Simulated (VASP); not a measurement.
# Ta2F (P-3m1) in VASP: a series of runs, part 3 of 3

VASP 6.6.1.

## 7. Single point, PBE

This run uses another cell than the first one, of 17.06 Å³/atom, 1.036 times its volume.

INCAR reads:

```
  ALGO = Normal
  EDIFF = 1E-6
  ENCUT = 520
  GGA = PE
  ISIF = 2
  ISMEAR = 0
  LASPH = True
  LCHARG = True
  LELF = True
  LREAL = False
  LVHAR = True
  LWAVE = False
  NBANDS = 38
  NELM = 100
  PREC = Accurate
  SIGMA = 0.1
```

KPOINTS reads:

```
k-points
0
Gamma
  12 12 4
```

POSCAR reads:

```
Ta2F
1.0
    2.9388658245      0.0000000000      0.0000000000
   -1.4694329122      2.5451324623      0.0000000000
    0.0000000000      0.0000000000     13.6824010573
Ta F
4 2
Direct
    0.0000000000      0.0000000000      0.2750174602
    0.0000000000      0.0000000000      0.7249825398
    0.3333333333      0.6666666667      0.0913541326
    0.6666666667      0.3333333333      0.9086458674
    0.6666666667      0.3333333333      0.3802603342
    0.3333333333      0.6666666667      0.6197396658
```

Potentials or basis: VASP PAW PBE potentials, release 64 (Ta_pv, F).

Started as:

```sh
cat potpaw_PBE.64/Ta_pv/POTCAR potpaw_PBE.64/F/POTCAR > POTCAR
mpirun -np 1 vasp_std > vasp.out
```

OUTCAR:

```text
EDIFF = 1E-6
   ENCUT = 520
   GGA = PE
   ISIF = 2
   ISMEAR = 0
   LASPH = True
   LREAL = False
   NELM = 100
   PREC = Accurate

 ion  position               nearest neighbor table
   1  0.000  0.000  0.275-   5 2.23   5 2.23   5 2.23   3 3.03   3 3.03   3 3.03
   2  0.000  0.000  0.725-   6 2.23   6 2.23   6 2.23   4 3.03   4 3.03   4 3.03
   3  0.333  0.667  0.091-   4 3.02   4 3.02   4 3.02   1 3.03   1 3.03   1 3.03
   4  0.667  0.333  0.909-   3 3.02   3 3.02   3 3.02   2 3.03   2 3.03   2 3.03
   5  0.667  0.333  0.380-   1 2.23   1 2.23   1 2.23
   6  0.333  0.667  0.620-   2 2.23   2 2.23   2 2.23

  LATTYP: Found a hexagonal cell.
 ALAT       =     2.9388658245
 C/A-ratio  =     4.6556739485

  Lattice vectors:

 A1 = (   2.9388658245,   0.0000000000,   0.0000000000)
 A2 = (  -1.4694329122,   2.5451324623,   0.0000000000)
 A3 = (   0.0000000000,   0.0000000000,  13.6824010573)

Analysis of symmetry for initial positions (statically):
=====================================================================
 Subroutine PRICEL returns:
 Original cell was already a primitive cell.

[... 174 lines left out ...]
  free energy    TOTEN  =       -56.79748764 eV

  energy without entropy =      -56.77649433  energy(sigma->0) =      -56.78699099

 E-fermi :   4.5935     XC(G=0): -11.1293

 val. band max:        4.5657682441   @ k =   0.1667   0.0000   0.5000
 cond. band min:       4.5996832640   @ k =   0.3333   0.1667   0.5000
 fundamental gap:      0.0339150198
 Fermi energy:         4.5935455353

 k-point     1 :       0.0000    0.0000    0.0000
  band No.  band energies     occupation
      1     -30.7467      2.00000
      2     -30.7320      2.00000
      3     -30.0435      2.00000
      4     -30.0435      2.00000
      5     -30.0434      2.00000
      6     -30.0434      2.00000
[... 973 lines left out ...]
     37       6.6401      0.00000
     38       7.1353      0.00000

 [... further k-points ...]
[... 5 lines left out ...]
  --------------------------------------------------------------------------------------
  -------------------------------------------------------------------------------------
  Total        0.0836108      0.0836108      0.0289132      0.0000000      0.0000000     -0.0000000
  in kB        1.3089424      1.3089424      0.4526415      0.0000000      0.0000000     -0.0000000
  external PRESSURE =       1.0235088 kB  Pullay stress =       0.0000000 kB

 VOLUME and BASIS-vectors are now :
 -----------------------------------------------------------------------------
  energy-cutoff  :      520.00
  volume of cell :      102.34
      direct lattice vectors                 reciprocal lattice vectors
     2.938865825  0.000000000  0.000000000     0.340267321  0.196453429  0.000000000
    -1.469432912  2.545132462  0.000000000     0.000000000  0.392906858  0.000000000
     0.000000000  0.000000000 13.682401057     0.000000000  0.000000000  0.073086587

 POSITION                                       TOTAL-FORCE (eV/Angst)
 -----------------------------------------------------------------------------------
      0.00000      0.00000      3.76290         0.000000      0.000000     -0.040199
      0.00000      0.00000      9.91950         0.000000     -0.000000      0.040199
     -0.00000      1.69675      1.24994         0.000000      0.000000      0.001048
      1.46943      0.84838     12.43246         0.000000     -0.000000     -0.001048
      1.46943      0.84838      5.20287        -0.000000     -0.000000      0.040906
     -0.00000      1.69675      8.47953        -0.000000     -0.000000     -0.040906
 -----------------------------------------------------------------------------------
    total drift:                               -0.000000      0.000000     -0.000000

  FREE ENERGIE OF THE ION-ELECTRON SYSTEM (eV)
  ---------------------------------------------------
  free  energy   TOTEN  =       -56.7974876418 eV

  energy  without entropy=      -56.7764943323  energy(sigma->0) =      -56.78699099
```

stdout:

```text
POSCAR found type information on POSCAR TaF
 POSCAR found :  2 types and       6 ions
 scaLAPACK will be used
 LDA part: xc-table for (Slater+PW92), standard interpolation
 POSCAR, INCAR and KPOINTS ok, starting setup
 FFT: planning ... GRIDC
 FFT: planning ... GRID_SOFT
 FFT: planning ... GRID
 WAVECAR not read
 entering main loop
```

It took 3.2 min on 1 thread of Intel Xeon Platinum 8375C at 2.90GHz (Ice Lake), shared host; peak memory 0.37 GiB.

Results:

```yaml
Free_energy: -56.7975 eV
Pressure: 0.1 GPa
Largest_force: 0.041 eV/Å
Band_gap_on_the_k_mesh: zero (band 29 reaches 4.78 eV, above the bottom of band 30 at 4.60 eV)
```

Forces on the atoms (eV/Å):
```
Ta   0.000  0.000 -0.040
Ta   0.000  0.000  0.040
Ta   0.000  0.000  0.001
Ta   0.000  0.000 -0.001
F    0.000  0.000  0.041
F    0.000  0.000 -0.041
```

Stress tensor (GPa, compression positive):
```
0.13 0.00 0.00
0.00 0.13 0.00
0.00 0.00 0.05
```

Caveat: spin-orbit coupling is left out, which moves the levels of the heavy elements.

## 8. The runs side by side

```csv
task,spin,cell,k mesh,cutoff (eV),smearing,gap on the mesh (eV),pressure (GPa),largest force (eV/Å)
single point,off,"a = 2.935, b = 2.935, c = 13.241 Å, angles 90.0, 90.0, 120.0°, 6 atoms",6 × 6 × 2,520,gaussian 0.2 eV,none,0.4,0.09
single point,"collinear, ferromagnetic start","a = 2.935, b = 2.935, c = 13.241 Å, angles 90.0, 90.0, 120.0°, 6 atoms",6 × 6 × 2,520,gaussian 0.1 eV,none,0.5,0.11
relaxation of cell and atoms,off,"relaxed from a = 2.850, b = 2.850, c = 12.200 Å, angles 90.0, 90.0, 120.0°, 6 atoms",6 × 6 × 2,600,gaussian 0.2 eV,none,0.0,0.08
single point,off,"a = 2.939, b = 2.939, c = 13.682 Å, angles 90.0, 90.0, 120.0°, 6 atoms",12 × 12 × 4,520,gaussian 0.1 eV,none,0.1,0.04
```

Alike in all rows: level PBE; potentials or basis VASP PAW PBE potentials, release 64 (Ta_pv, F).

Caveats: some runs use coarse meshes; spin-orbit coupling is left out, which moves the levels of the heavy elements; the relaxation stopped at a loose force limit of 0.08 eV/Å, so its end isn't a converged minimum (some runs).

Absolute energies hang on the potentials; compare differences alone.
